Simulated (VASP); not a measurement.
# F (C2/c) in VASP: a series of runs

F is run at these levels: PBEsol; tasks: single point, relaxation of cell and atoms.

Program: VASP 6.6.1. These are calculated values, not measurements. Logs are shortened: lines on timing, memory, paths and dates and some standing lists are left out, and cuts for length are marked.

## Step 1: The cell of the first run

The structure is monoclinic, space group C2/c (No. 15). Conventional cell: a = 5.505 Å, b = 3.281 Å, c = 7.414 Å, α = 90.00°, β = 101.89°, γ = 90.00°. F (site symmetry 1) has 1 F at 1.40 Å within 1.9 Å.

## Step 2: Single point, PBEsol

The input, INCAR:

```
SYSTEM = F
PREC = Accurate ; ENCUT = 520
EDIFF = 1E-6 ; ISMEAR = 0
SIGMA = 0.1 ; LREAL = .FALSE.
LASPH = .TRUE. ; NELM = 100
ALGO = Normal ; ISIF = 2
LWAVE = .FALSE. ; LCHARG = .FALSE.
GGA = PS ; NBANDS = 22
```

The input, KPOINTS:

```
Automatic mesh
0
G
  8 8 4
  0 0 0
```

The input, POSCAR:

```
F
1.0
    2.7526117790     -1.6407466008      0.0017770562
    2.7526117790      1.6407466008      0.0017770562
   -1.5315775460      0.0000000000      7.2539056249
F
4
Direct
    0.9566882294      0.5780099812      0.0923085162
    0.4219900188      0.0433117706      0.4076914838
    0.0433117706      0.4219900188      0.9076914838
    0.5780099812      0.9566882294      0.5923085162
```

Potentials or basis: VASP PAW PBE potentials, release 64 (F).

Started as:

```bash
cat potpaw_PBE.64/F/POTCAR > POTCAR
mpirun -np 1 vasp_std > vasp.out
```

OUTCAR:

```text
SYSTEM = F
   PREC = Accurate
   ENCUT = 520
   EDIFF = 1E-6
   ISMEAR = 0
   LREAL = .FALSE.
   LASPH = .TRUE.
   NELM = 100
   ISIF = 2
   GGA = PS

 ion  position               nearest neighbor table
   1  0.957  0.578  0.092-   3 1.40
   2  0.422  0.043  0.408-   4 1.40
   3  0.043  0.422  0.908-   1 1.40
   4  0.578  0.957  0.592-   2 1.40

  LATTYP: Found a base centered monoclinic cell.
 ALAT       =     5.5052247052
 B/A-ratio  =     0.5960688941
 C/A-ratio  =     1.3466898240
 COS(beta)  =    -0.2059521417

  Lattice vectors:

 A1 = (   2.7526117790,  -1.6407466008,   0.0017770562)
 A2 = (   2.7526117790,   1.6407466008,   0.0017770562)
 A3 = (  -1.5315775460,   0.0000000000,   7.2539056249)

Analysis of symmetry for initial positions (statically):
=====================================================================
 Subroutine PRICEL returns:
 Original cell was already a primitive cell.

 Routine SETGRP: Setting up the symmetry group for a
 base centered monoclinic supercell.

 Subroutine GETGRP returns: Found  4 space group operations
 (whereof  2 operations were pure point group operations)
 out of a pool of  4 trial point group operations.

The static configuration has the point symmetry S_2 .
 The point group associated with its full space group is C_2h.

Analysis of symmetry for dynamics (positions and initial velocities):
=====================================================================
 Subroutine PRICEL returns:
 Original cell was already a primitive cell.

 Routine SETGRP: Setting up the symmetry group for a
 base centered monoclinic supercell.

 Subroutine GETGRP returns: Found  4 space group operations
 (whereof  2 operations were pure point group operations)
 out of a pool of  4 trial point group operations.

The dynamic configuration has the point symmetry S_2 .
 The point group associated with its full space group is C_2h.

 Subroutine INISYM returns: Found  4 space group operations
 (whereof  2 operations are pure point group operations),
 and found     1 'primitive' translations

----------------------------------------------------------------------------------------

                                     Primitive cell

  volume of cell :      65.5311

[... 87 lines left out ...]
   LNONCOLLINEAR =      F non collinear calculations
   LSORBIT =      F    spin-orbit coupling
   LASPH  =      T    aspherical Exc in radial PAW
   ENCUT  =  520.0 eV  38.22 Ry    6.18 a.u.   5.96  5.96 13.78*2*pi/ulx,y,z
   NELM   =    100;   NELMIN=  2; NELMDL= -5     # of ELM steps
   EDIFF  = 0.1E-05   stopping-criterion for ELM
   LREAL  =      F    real-space projection
   EDIFFG = 0.1E-04   stopping-criterion for IOM
   NSW    =      0    number of steps for IOM
   IBRION =     -1    ionic relax: 0-MD 1-quasi-New 2-CG
   NFREE  =      0    steps in history (QN), initial steepest desc. (CG)
   ISIF   =      2    stress and relaxation
   ISYM   =      2    0-nonsym 1-usesym 2-fastsym
   POTIM  = 0.5000    time-step for ionic-motion
   TEBEG  =    0.0;   TEEND  =   0.0 temperature during run
   PSTRESS=    0.0 pullay stress
   NELECT =      28.0000    total number of electrons
   NUPDOWN=      -1.0000    fix difference up-down
   EMIN   =  10.00;   EMAX   =-10.00  energy-range for DOS
   EFERMI =   0.00;   METHOD = LEGACY
   ISMEAR =     0;   SIGMA  =   0.10  broadening in eV -4-tet -1-fermi 0-gaus
   EFERMI_NEDOS =   21; number of points for ismear=-14 and -15
   IALGO  =     38    algorithm
   IMIX   =      4    mixing-type and parameters
     AMIX     =   0.40;   BMIX     =  1.00
     AMIX_MAG =   1.60;   BMIX_MAG =  1.00
  volume/ion in A,a.u.               =      16.38       110.56
  Fermi-wavevector in a.u.,A,eV,Ry     =   1.233043  2.330114 20.686240  1.520396
  Thomas-Fermi vector in A             =   2.367789
   LORBIT       =      0    0 simple, 1 ext, 2 COOP (PROOUT), +10 PAW based schemes
   GGA     = PS    functional components
   LHFCALC =     F    Hartree Fock is set to
   AEXX    =    0.0000 exact exchange contribution
   IVDW    =     0    specifies the selected vdW correction
   LEPSILON=     F    determine dielectric tensor
   LRPA    =     F    only Hartree local field effects (RPA)
 non-spin polarized calculation
 Gauss-broadening in eV      SIGMA  =   0.10
  energy-cutoff  :      520.00
  volume of cell :       65.53
 maximum number of plane-waves:      1788
   NGX = 11   NGY = 11   NGZ = 27

 number of electron      28.0000028 magnetization

 Free energy of the ion-electron system (eV)
  ---------------------------------------------------
  ext. energy  EPLUGINS =         0.00000000
  ---------------------------------------------------
  free energy    TOTEN  =        -7.78127891 eV

  energy without entropy =       -7.78127891  energy(sigma->0) =       -7.78127891

 E-fermi :  -4.6220     XC(G=0):  -7.5125

 val. band max:       -5.1582465670   @ k =   0.0000   0.0000   0.0000
 cond. band min:      -2.3226368344   @ k =   0.0000   0.0000   0.0000
 fundamental gap:      2.8356097326
 Fermi energy:        -4.6220358180

 k-point     1 :       0.0000    0.0000    0.0000
  band No.  band energies     occupation
      1     -30.3116      2.00000
      2     -30.2402      2.00000
      3     -23.7120      2.00000
      4     -23.4561      2.00000
      5     -11.9576      2.00000
      6     -11.2616      2.00000
[... 589 lines left out ...]
     21      12.4414      0.00000
     22      13.6486      0.00000

 [... further k-points ...]

------------------------ aborting loop because EDIFF is reached ----------------------------------------

  FORCE on cell =-STRESS in cart. coord.  units (eV):
  Direction    XX          YY          ZZ          XY          YZ          ZX
  --------------------------------------------------------------------------------------
  -------------------------------------------------------------------------------------
  Total       -0.0587274      0.0043972      0.8653856      0.0000000      0.0000000     -0.0536589
  in kB       -1.4358333      0.1075071     21.1579063      0.0000000      0.0000000     -1.3119110
  external PRESSURE =       6.6098600 kB  Pullay stress =       0.0000000 kB

 VOLUME and BASIS-vectors are now :
 -----------------------------------------------------------------------------
  energy-cutoff  :      520.00
  volume of cell :       65.53
      direct lattice vectors                 reciprocal lattice vectors
     2.752611779 -1.640746601  0.001777056     0.181620910 -0.304739318  0.038347136
     2.752611779  1.640746601  0.001777056     0.181620910  0.304739318  0.038347136
    -1.531577546  0.000000000  7.253905625    -0.000088987  0.000000000  0.137837982

 POSITION                                       TOTAL-FORCE (eV/Angst)
 -----------------------------------------------------------------------------------
      4.08305     -0.62132      0.67232        -0.027636      0.127462      0.421850
      0.65638     -0.62132      2.95818         0.027636      0.127462     -0.421850
     -0.10940      0.62132      6.58514         0.027636     -0.127462     -0.421850
      3.31726      0.62132      4.29928        -0.027636     -0.127462      0.421850
 -----------------------------------------------------------------------------------
    total drift:                               -0.000000     -0.000000      0.000000

  FREE ENERGIE OF THE ION-ELECTRON SYSTEM (eV)
  ---------------------------------------------------
  free  energy   TOTEN  =        -7.7812789092 eV

  energy  without entropy=       -7.7812789092  energy(sigma->0) =       -7.78127891
```

Wall time 41 s (1 thread of AMD EPYC 9R45 (Zen 5), shared host); peak memory 0.18 GiB.

Results:

```
Free energy            : -7.7813 eV
Pressure               : 0.7 GPa
Largest force          : 0.442 eV/Å
Band gap on the k mesh : 2.84 eV
```

Forces on the atoms (eV/Å):
```
F   -0.028  0.127  0.422
F    0.028  0.127 -0.422
F    0.028 -0.127 -0.422
F   -0.028 -0.127  0.422
```

Caveat: this functional lacks dispersion, which holds the molecules together, so the pressure and a relaxed volume are unreliable; the PAW data sets were made with another functional, which shifts forces and pressure a little. A k mesh can miss the band edges.

## Step 3: Relaxation of cell and atoms, PBEsol

This run uses another cell than the first one, of 16.05 Å³/atom.

The input, INCAR:

```
SYSTEM = F
ALGO = Normal
EDIFF = 1E-7
EDIFFG = -0.05
ENCUT = 600
GGA = PS
IBRION = 2
ISIF = 3
ISMEAR = 0
LASPH = .TRUE.
LCHARG = .FALSE.
LREAL = .FALSE.
LWAVE = .FALSE.
NELM = 100
NSW = 100
PREC = Accurate
SIGMA = 0.1
```

The input, KPOINTS:

```
k-points
0
G
  8 8 4
  0 0 0
```

The input, POSCAR:

```
F
1.0
    2.7500000000     -1.6400000000      0.0000000000
    2.7500000000      1.6400000000      0.0000000000
   -1.5347185945      0.0000000000      7.1163922626
F
4
Direct
    0.9680000000      0.6020000000      0.0997000000
    0.3980000000      0.0320000000      0.4003000000
    0.0320000000      0.3980000000      0.9003000000
    0.6020000000      0.9680000000      0.5997000000
```

Potentials or basis: VASP PAW PBE potentials, release 64 (F).

Started as:

```bash
cat potpaw_PBE.64/F/POTCAR > POTCAR
mpirun -np 1 vasp_std > vasp.out
```

Wall time 3.7 min (1 thread of AMD EPYC 9R45 (Zen 5), shared host); peak memory 0.21 GiB.

It converged, with:

```yaml
Free_energy: -7.7976 eV
Relaxed_volume: 15.67 Å³/atom
Relaxed_cell: a = 3.200 Å, b = 3.200 Å, c = 7.134 Å, α = 100.76°, β = 100.76°, γ = 61.51°
Space_group_after_relaxing_to_0.1_Å: C2/c (No. 15)
Pressure_after_relaxing: -0.1 GPa
Largest_force_after_relaxing: 0.024 eV/Å
Band_gap_on_the_k_mesh: 2.64 eV
```

Forces on the atoms (eV/Å):
```
F   -0.022  0.000  0.009
F    0.022  0.000 -0.009
F    0.022  0.000 -0.009
F   -0.022  0.000  0.009
```

Stress tensor (GPa, compression positive):
```
 0.06  0.00  0.01
 0.00 -0.05  0.00
 0.01  0.00 -0.27
```

Final structure:
```
F
1.0
     2.74986   -1.63645   -0.00304
     2.74986    1.63645   -0.00304
    -1.54251    0.00000    6.96524
F
4
Direct
  0.96953 0.59816 0.09662
  0.40184 0.03047 0.40338
  0.03047 0.40184 0.90338
  0.59816 0.96953 0.59662
```

Levels at points of the mesh, in eV from the valence-band top:
| k point | band 10 | band 11 | band 12 | band 13 | band 14 | band 15 | band 16 | band 17 | band 18 |
| --- | --- | --- | --- | --- | --- | --- | --- | --- | --- |
| (0.00, 0.00, 0.00) | -3.27 | -0.28 | -0.19 | -0.12 | 0.00 | 2.64 | 3.67 | 9.15 | 11.35 |
| (0.50, 0.00, 0.00) | -3.51 | -0.53 | -0.52 | -0.20 | -0.15 | 3.27 | 3.27 | 13.60 | 13.85 |
| (0.50, 0.50, 0.00) | -3.42 | -0.71 | -0.42 | -0.41 | -0.10 | 3.15 | 3.38 | 13.90 | 14.38 |
| (0.00, 0.00, 0.50) | -3.32 | -0.22 | -0.22 | -0.08 | -0.08 | 3.14 | 3.14 | 9.97 | 9.97 |
| (0.50, 0.00, 0.50) | -3.39 | -0.66 | -0.36 | -0.29 | 0.00 | 3.07 | 3.41 | 13.90 | 13.99 |
| (0.50, 0.50, 0.50) | -3.54 | -0.57 | -0.57 | -0.29 | -0.29 | 3.29 | 3.29 | 13.88 | 13.88 |

Caveat: the PAW data sets were made with another functional, which shifts forces and pressure a little; the relaxation stopped at a loose force limit of 0.05 eV/Å, so its end isn't a converged minimum.

## Step 4: Single point, PBEsol

This run uses another cell than the first one, of 16.05 Å³/atom.

The input, INCAR:

```
SYSTEM = F
  PREC = Accurate
  ENCUT = 520
  EDIFF = 1E-6
  ISMEAR = 0
  SIGMA = 0.1
  LREAL = .FALSE.
  LASPH = .TRUE.
  NELM = 100
  ALGO = Normal
  ISIF = 2
  LWAVE = .FALSE.
  LCHARG = .FALSE.
  GGA = PS
  NBANDS = 22
```

The input, KPOINTS:

```
regular mesh
0
G
  6 6 4
  0 0 0
```

POSCAR is that of step 3.

Started as:

```bash
cat potpaw_PBE.64/F/POTCAR > POTCAR
mpirun -np 1 vasp_std > vasp.out
```

Run time: 23 s. Hardware: 1 thread of AMD EPYC 9R45 (Zen 5), shared host; peak memory 0.16 GiB.

It converged, with:

| Quantity | Value |
| --- | --- |
| Free energy | -7.6113 eV |
| Pressure | -5.7 GPa |
| Largest force | 2.114 eV/Å |
| Band gap on the k mesh | 1.85 eV |

Forces on the atoms (eV/Å):
```
F   -0.139 -0.634 -2.012
F    0.139 -0.634  2.012
F    0.139  0.634  2.012
F   -0.139  0.634 -2.012
```

Stress tensor (GPa, compression positive):
```
 -0.22   0.00  -0.77
  0.00  -1.70   0.00
 -0.77   0.00 -15.15
```

Levels at points of the mesh, in eV from the valence-band top:
| k point | band 12 | band 13 | band 14 | band 15 | band 16 | band 17 |
| --- | --- | --- | --- | --- | --- | --- |
| (0.00, 0.00, 0.00) | -0.18 | -0.11 | 0.00 | 1.85 | 2.80 | 9.39 |
| (0.50, 0.00, 0.00) | -0.54 | -0.19 | -0.14 | 2.43 | 2.43 | 13.89 |
| (0.50, 0.50, 0.00) | -0.43 | -0.40 | -0.10 | 2.31 | 2.53 | 14.21 |
| (0.00, 0.00, 0.50) | -0.21 | -0.08 | -0.08 | 2.32 | 2.32 | 10.17 |
| (0.50, 0.00, 0.50) | -0.36 | -0.30 | 0.00 | 2.24 | 2.56 | 14.18 |
| (0.50, 0.50, 0.50) | -0.58 | -0.28 | -0.28 | 2.45 | 2.45 | 14.18 |

Caveat: the cell stands under tension; the PAW data sets were made with another functional, which shifts forces and pressure a little. A k mesh can miss the band edges.

## Step 5: Summary

| task | cell | k mesh | cutoff (eV) | gap on the mesh (eV) | pressure (GPa) | largest force (eV/Å) |
| --- | --- | --- | --- | --- | --- | --- |
| single point | a = 3.205, b = 3.205, c = 7.414 Å, angles 100.2, 100.2, 61.6°, 4 atoms, atomic positions A | 8 × 8 × 4 | 520 | 2.84 | 0.7 | 0.44 |
| relaxation of cell and atoms | relaxed from a = 3.202, b = 3.202, c = 7.280 Å, angles 100.4, 100.4, 61.6°, 4 atoms, atomic positions B | 8 × 8 × 4 | 600 | 2.64 | -0.1 | 0.02 |
| single point | a = 3.202, b = 3.202, c = 7.280 Å, angles 100.4, 100.4, 61.6°, 4 atoms, atomic positions B | 6 × 6 × 4 | 520 | 1.85 | -5.7 | 2.11 |

Alike in all rows: level PBEsol; potentials or basis VASP PAW PBE potentials, release 64 (F); no spin polarisation; smearing gaussian 0.1 eV.

Caveats: the PAW data sets were made with another functional, which shifts forces and pressure a little; this functional lacks dispersion, which holds the molecules together, so the pressure and a relaxed volume are unreliable (at least some runs); the relaxation stopped at a loose force limit of 0.05 eV/Å, so its end isn't a converged minimum (at least some runs); the cell stands under tension (at least some runs).

Total energies depend on the potentials used, so only differences within one code and one set of settings carry meaning.
